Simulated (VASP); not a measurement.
# WS2 in VASP: single point with PBEsol

Aim: the single point of WS2 with PBEsol.

All numbers are computed with VASP 6.6.1; they aren't measurements. Logs are shortened: lines on timing, memory, paths and dates and some standing lists are left out, and cuts for length are marked.

## 1. The cell of the first run

The cell holds a slab with vacuum, 3 atoms: a = 3.146 Å, b = 3.147 Å, c = 16.953 Å, α = 89.98°, β = 89.94°, γ = 119.99°.

## 2. Single point, PBEsol

The input, INCAR:

```
SYSTEM = WS2
PREC = Accurate
ENCUT = 520
EDIFF = 1E-6
ISMEAR = 0
SIGMA = 0.05
LREAL = .FALSE.
LASPH = .TRUE.
NELM = 60
ALGO = Normal
ISIF = 2
LWAVE = .FALSE.
LCHARG = .TRUE.
GGA = PS
LELF = .TRUE.
LVHAR = .TRUE.
NBANDS = 20
```

The input, KPOINTS:

```
regular mesh
0
G
  12 12 2
  0 0 0
```

The input, POSCAR:

```
WS2
1.0
    3.1463446249     -0.0000463239      0.0017510517
   -1.5732124301      2.7258815717      0.0005310389
    0.0094368812      0.0087530338     16.9534708698
W S
1 2
Direct
    0.3334523931      0.6667667599     -0.0000040936
    0.6673718117      0.3337650015      0.9076285392
    0.6658424617      0.3328015720      0.0923755544
```

Potentials or basis: VASP PAW PBE potentials, release 64 (W_sv, S).

On the command line:

```console
$ cat potpaw_PBE.64/W_sv/POTCAR potpaw_PBE.64/S/POTCAR > POTCAR
$ mpirun -np 1 vasp_std > vasp.out
```

OUTCAR:

```text
SYSTEM = WS2
   PREC = Accurate
   ENCUT = 520
   EDIFF = 1E-6
   ISMEAR = 0
   LREAL = .FALSE.
   LASPH = .TRUE.
   NELM = 60
   ISIF = 2
   GGA = PS

 ion  position               nearest neighbor table
   1  0.333  0.667  1.000-   2 2.40   2 2.40   3 2.40   3 2.40   3 2.40   2 2.40
   2  0.667  0.334  0.908-   1 2.40   1 2.40   1 2.40
   3  0.666  0.333  0.092-   1 2.40   1 2.40   1 2.40

  LATTYP: Found a triclinic cell.
 ALAT       =     3.1472095431
 B/A-ratio  =     0.9997253343
 C/A-ratio  =     5.6601968962
 COS(alpha) =     0.0010504772
 COS(beta)  =     0.2664418924
 COS(gamma) =     0.4998374169

  Lattice vectors:

 A1 = (  -1.5731321948,  -2.7258352478,  -0.0022820906)
 A2 = (  -3.1463446249,   0.0000463239,  -0.0017510517)
 A3 = (  -0.0093566459,  -5.4604698533, -16.9562839993)

Analysis of symmetry for initial positions (statically):
=====================================================================
 Subroutine PRICEL returns:
 Original cell was already a primitive cell.

 Routine SETGRP: Setting up the symmetry group for a
 triclinic supercell.

 Subroutine GETGRP returns: Found  1 space group operations
 (whereof  1 operations were pure point group operations)
 out of a pool of  2 trial point group operations.

The static configuration has the point symmetry C_1 .

Analysis of symmetry for dynamics (positions and initial velocities):
=====================================================================
 Subroutine PRICEL returns:
 Original cell was already a primitive cell.

 Routine SETGRP: Setting up the symmetry group for a
 triclinic supercell.

 Subroutine GETGRP returns: Found  1 space group operations
 (whereof  1 operations were pure point group operations)
 out of a pool of  2 trial point group operations.

The dynamic configuration has the point symmetry C_1 .

 Subroutine INISYM returns: Found  1 space group operations
 (whereof  1 operations are pure point group operations),
 and found     1 'primitive' translations

----------------------------------------------------------------------------------------

                                     Primitive cell

  volume of cell :     145.4012

  direct lattice vectors                    reciprocal lattice vectors
     3.146344625 -0.000046324  0.001751052     0.317831990  0.183433274 -0.000271622
    -1.573212430  2.725881572  0.000531039     0.000005507  0.366857010 -0.000189410
     0.009436881  0.008753034 16.953470870    -0.000032828 -0.000030437  0.058985006

  length of vectors
     3.146345113  3.147288988 16.953475756     0.366967320  0.366857059  0.058985023

  position of ions in fractional coordinates (direct lattice)
     0.333452393  0.666766760  0.999995906
     0.667371812  0.333765001  0.907628539
     0.665842462  0.332801572  0.092375554

  ion indices of the primitive-cell ions
   primitive index   ion index
                 1           1
                 2           2
                 3           3

----------------------------------------------------------------------------------------

 KPOINTS: regular mesh

Automatic generation of k-mesh.
 Grid dimensions read from file:
 generate k-points for:   12   12    2

 Generating k-lattice:

  Cartesian coordinates                     Fractional coordinates (reciprocal lattice)
     0.026485999  0.015286106 -0.000022635     0.083333333 -0.000000000  0.000000000
     0.000000459  0.030571418 -0.000015784    -0.000000000  0.083333333  0.000000000
    -0.000016414 -0.000015219  0.029492503     0.000000000 -0.000000000  0.500000000

  Length of vectors
     0.030580610  0.030571422  0.029492511

  Shift w.r.t. Gamma in fractional coordinates (k-lattice)
     0.000000000  0.000000000  0.000000000

 Subroutine IBZKPT returns following result:
 ===========================================

 Found    148 irreducible k-points:

 Following reciprocal coordinates:
            Coordinates               Weight
  0.000000  0.000000  0.000000      1.000000
  0.083333  0.000000  0.000000      2.000000
  0.166667  0.000000  0.000000      2.000000
  0.250000  0.000000  0.000000      2.000000
  0.333333  0.000000  0.000000      2.000000
  0.416667  0.000000  0.000000      2.000000
[... 16 lines left out ...]
  0.250000  0.166667  0.000000      2.000000
  0.333333  0.166667  0.000000      2.000000
 [... further k-points ...]
   k-points           NKPTS =    148   k-points in BZ     NKDIM =    148   number of bands    NBANDS=     20
   number of dos      NEDOS =    301   number of ions     NIONS =      3
   total plane-waves  NPLWV =  72576
   dimension x,y,z NGX =    24 NGY =   24 NGZ =  126
   dimension x,y,z NGXF=    48 NGYF=   48 NGZF=  252
   ions per type =               1   2
   NGX,Y,Z   is equivalent  to a cutoff of  12.68, 12.68, 12.36 a.u.
   NGXF,Y,Z  is equivalent  to a cutoff of  25.36, 25.35, 24.71 a.u.
 SYSTEM =  WS2
   PREC   = accura    normal or accurate (medium, high low for compatibility)
   ISTART =      0    job   : 0-new  1-cont  2-samecut
   ICHARG =      2    charge: 1-file 2-atom 10-const
   ISPIN  =      1    spin polarized calculation?
   LNONCOLLINEAR =      F non collinear calculations
   LSORBIT =      F    spin-orbit coupling
   LASPH  =      T    aspherical Exc in radial PAW
   ENCUT  =  520.0 eV  38.22 Ry    6.18 a.u.   5.85  5.85 31.52*2*pi/ulx,y,z
   NELM   =     60;   NELMIN=  2; NELMDL= -5     # of ELM steps
   EDIFF  = 0.1E-05   stopping-criterion for ELM
   LREAL  =      F    real-space projection
[... 7 lines left out ...]
   TEBEG  =    0.0;   TEEND  =   0.0 temperature during run
   PSTRESS=    0.0 pullay stress
   NELECT =      26.0000    total number of electrons
   NUPDOWN=      -1.0000    fix difference up-down
   EMIN   =  10.00;   EMAX   =-10.00  energy-range for DOS
   EFERMI =   0.00;   METHOD = LEGACY
   ISMEAR =     0;   SIGMA  =   0.05  broadening in eV -4-tet -1-fermi 0-gaus
   EFERMI_NEDOS =   21; number of points for ismear=-14 and -15
   IALGO  =     38    algorithm
   IMIX   =      4    mixing-type and parameters
     AMIX     =   0.40;   BMIX     =  1.00
     AMIX_MAG =   1.60;   BMIX_MAG =  1.00
  volume/ion in A,a.u.               =      48.47       327.07
  Fermi-wavevector in a.u.,A,eV,Ry     =   0.922309  1.742912 11.573858  0.850655
  Thomas-Fermi vector in A             =   2.047822
   LORBIT       =      0    0 simple, 1 ext, 2 COOP (PROOUT), +10 PAW based schemes
   GGA     = PS    functional components
   LHFCALC =     F    Hartree Fock is set to
   AEXX    =    0.0000 exact exchange contribution
   IVDW    =     0    specifies the selected vdW correction
   LEPSILON=     F    determine dielectric tensor
   LRPA    =     F    only Hartree local field effects (RPA)
 non-spin polarized calculation
 Gauss-broadening in eV      SIGMA  =   0.05
  energy-cutoff  :      520.00
  volume of cell :      145.40
 maximum number of plane-waves:      3944
   NGX = 11   NGY = 11   NGZ = 63

 number of electron      25.9999998 magnetization

 Free energy of the ion-electron system (eV)
  ---------------------------------------------------
  ext. energy  EPLUGINS =         0.00000000
  ---------------------------------------------------
  free energy    TOTEN  =       -25.24903413 eV

  energy without entropy =      -25.24903413  energy(sigma->0) =      -25.24903413

 E-fermi :  -0.7052     XC(G=0):  -4.6001

 val. band max:       -1.1516650248   @ k =   0.3333   0.3333   0.0000
 cond. band min:       0.7826654193   @ k =   0.3333   0.3333   0.0000
 fundamental gap:      1.9343304441
 Fermi energy:        -0.7052009478

 k-point     1 :       0.0000    0.0000    0.0000
  band No.  band energies     occupation
      1     -75.0574      2.00000
      2     -39.3351      2.00000
      3     -39.1424      2.00000
      4     -39.1416      2.00000
      5     -16.0404      2.00000
      6     -14.3448      2.00000
[... 12 lines left out ...]
     19       4.4006      0.00000
     20       4.4992      0.00000

 k-point     2 :       0.0833    0.0000    0.0000
  band No.  band energies     occupation
      1     -75.0560      2.00000
      2     -39.3304      2.00000
      3     -39.1678      2.00000
      4     -39.1483      2.00000
      5     -15.9193      2.00000
      6     -14.3003      2.00000
[... 12 lines left out ...]
     19       4.5410      0.00000
     20       4.9187      0.00000

 k-point     3 :       0.1667    0.0000    0.0000
  band No.  band energies     occupation
      1     -75.0524      2.00000
      2     -39.3175      2.00000
      3     -39.2385      2.00000
      4     -39.1647      2.00000
      5     -15.5743      2.00000
      6     -14.1738      2.00000
[... 12 lines left out ...]
     19       4.9453      0.00000
     20       5.7775      0.00000

 k-point     4 :       0.2500    0.0000    0.0000
  band No.  band energies     occupation
      1     -75.0474      2.00000
      2     -39.3337      2.00000
      3     -39.2998      2.00000
      4     -39.1871      2.00000
      5     -15.0603      2.00000
      6     -13.9873      2.00000
[... 12 lines left out ...]
     19       5.5547      0.00000
     20       6.2640      0.00000

 k-point     5 :       0.3333    0.0000    0.0000
  band No.  band energies     occupation
      1     -75.0425      2.00000
      2     -39.4273      2.00000
      3     -39.2820      2.00000
      4     -39.2093      2.00000
      5     -14.4754      2.00000
      6     -13.7813      2.00000
[... 12 lines left out ...]
     19       6.1484      0.00000
     20       6.2450      0.00000

 k-point     6 :       0.4167    0.0000    0.0000
  band No.  band energies     occupation
      1     -75.0388      2.00000
      2     -39.4950      2.00000
      3     -39.2690      2.00000
      4     -39.2255      2.00000
      5     -13.9774      2.00000
      6     -13.6148      2.00000
[... 12 lines left out ...]
     19       6.3786      0.00000
     20       6.5648      0.00000

 k-point     7 :       0.5000    0.0000    0.0000
  band No.  band energies     occupation
      1     -75.0375      2.00000
      2     -39.5195      2.00000
      3     -39.2642      2.00000
      4     -39.2315      2.00000
      5     -13.7731      2.00000
      6     -13.5499      2.00000
[... 12 lines left out ...]
     19       6.4868      0.00000
     20       6.8054      0.00000
[... 277 lines left out ...]
 k-point    20 :      -0.0000    0.1667    0.0000
  band No.  band energies     occupation
      1     -75.0524      2.00000
      2     -39.3175      2.00000
      3     -39.2390      2.00000
      4     -39.1640      2.00000
      5     -15.5745      2.00000
      6     -14.1742      2.00000
[... 12 lines left out ...]
     19       4.9450      0.00000
     20       5.7774      0.00000

 k-point    21 :       0.0833    0.1667    0.0000
  band No.  band energies     occupation
      1     -75.0493      2.00000
      2     -39.3063      2.00000
      3     -39.2948      2.00000
      4     -39.1830      2.00000
      5     -15.2557      2.00000
      6     -14.0575      2.00000
[... 12 lines left out ...]
     19       5.3342      0.00000
     20       6.2536      0.00000

 k-point    22 :       0.1667    0.1667    0.0000
  band No.  band energies     occupation
      1     -75.0450      2.00000
      2     -39.3630      2.00000
      3     -39.2910      2.00000
      4     -39.2161      2.00000
      5     -14.7815      2.00000
      6     -13.8837      2.00000
[... 12 lines left out ...]
     19       5.9466      0.00000
     20       6.8701      0.00000

 k-point    23 :       0.2500    0.1667    0.0000
  band No.  band energies     occupation
      1     -75.0407      2.00000
      2     -39.4271      2.00000
      3     -39.2756      2.00000
      4     -39.2526      2.00000
      5     -14.2467      2.00000
      6     -13.6889      2.00000
[... 12 lines left out ...]
     19       6.5475      0.00000
     20       6.6717      0.00000

 k-point    24 :       0.3333    0.1667    0.0000
  band No.  band energies     occupation
      1     -75.0375      2.00000
      2     -39.4724      2.00000
      3     -39.2804      2.00000
      4     -39.2643      2.00000
      5     -13.7992      2.00000
      6     -13.5288      2.00000
[... 12 lines left out ...]
     19       7.1640      0.00000
     20       7.3888      0.00000

 [... further k-points ...]

------------------------ aborting loop because EDIFF is reached ----------------------------------------

  FORCE on cell =-STRESS in cart. coord.  units (eV):
  Direction    XX          YY          ZZ          XY          YZ          ZX
  --------------------------------------------------------------------------------------
  -------------------------------------------------------------------------------------
  Total        0.0186014     -0.0024254      0.0634596     -0.0013637     -0.0098320     -0.0030966
  in kB        0.2049688     -0.0267253      0.6992624     -0.0150263     -0.1083389     -0.0341215
  external PRESSURE =       0.2925020 kB  Pullay stress =       0.0000000 kB

 VOLUME and BASIS-vectors are now :
 -----------------------------------------------------------------------------
  energy-cutoff  :      520.00
  volume of cell :      145.40
      direct lattice vectors                 reciprocal lattice vectors
     3.146344625 -0.000046324  0.001751052     0.317831990  0.183433274 -0.000271622
    -1.573212430  2.725881572  0.000531039     0.000005507  0.366857010 -0.000189410
     0.009436881  0.008753034 16.953470870    -0.000032828 -0.000030437  0.058985006

 POSITION                                       TOTAL-FORCE (eV/Angst)
 -----------------------------------------------------------------------------------
      0.00963      1.82626     16.95434        -0.006988     -0.006223      0.003490
      1.58326      0.91772     15.38880         0.004514      0.006274     -0.031064
      1.57227      0.90796      1.56743         0.002474     -0.000051      0.027573
 -----------------------------------------------------------------------------------
    total drift:                               -0.000002     -0.000001     -0.000001

  FREE ENERGIE OF THE ION-ELECTRON SYSTEM (eV)
  ---------------------------------------------------
  free  energy   TOTEN  =       -25.2490341302 eV

  energy  without entropy=      -25.2490341302  energy(sigma->0) =      -25.24903413
```

It took 4.6 min on 1 thread of Intel Xeon 6975P-C (Granite Rapids), shared host; peak memory 0.53 GiB.

What came out:

- Free energy: -25.2490 eV
- Largest force: 0.032 eV/Å
- Band gap on the k mesh: 1.93 eV

Forces in eV/Å, atoms in the order of the input:
```
W   -0.007 -0.006  0.003
S    0.005  0.006 -0.031
S    0.002  0.000  0.028
```

Caveat: there is no dipole correction, which matters where the two faces differ; the PAW data sets were made with another functional, which shifts forces and pressure a little; spin-orbit coupling is left out, which moves the levels of the heavy elements.
